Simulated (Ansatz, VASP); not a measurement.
## One calculation of Li2BrCl, two programs

```
CELL_PARAMETERS angstrom
1.87607 1.08315 6.11642
-1.87607 1.08315 6.11642
0.00000 -2.16629 6.11642
ATOMIC_POSITIONS crystal
Cl 0.00000 0.00000 0.00000
Br 0.50000 0.50000 0.50000
Li 0.25436 0.25436 0.25436
Li 0.74564 0.74564 0.74564
```

Alike in both runs: task single point; functional HSE06; k mesh 4 × 4 × 4; no spin polarisation.

```csv
,VASP,Ansatz
version,VASP 6.6.1,Ansatz 0.2.0
potentials or method,"VASP PAW PBE potentials, release 64 (Cl, Br, Li_sv)","plane waves, PAW"
plane-wave cutoff (eV),520,420
occupations,"gaussian, width 0.01 eV",fixed
valence electrons in the cell,20,20
```

VASP gave:

| Item | Value |
| --- | --- |
| gap on the k mesh at the Fermi level (eV) | 6.33 |

Question: Which values does Ansatz return?

Answer: gap on the k mesh at the Fermi level (eV): 6.32.

Ansatz's warnings: stress exchange threshold loose, stress scf threshold loose.

The k mesh is coarse, so the values compare programs but aren't converged. Noted on VASP's run: the cutoff is under 1.25 times that of the potentials, so the pressure is a little rough.
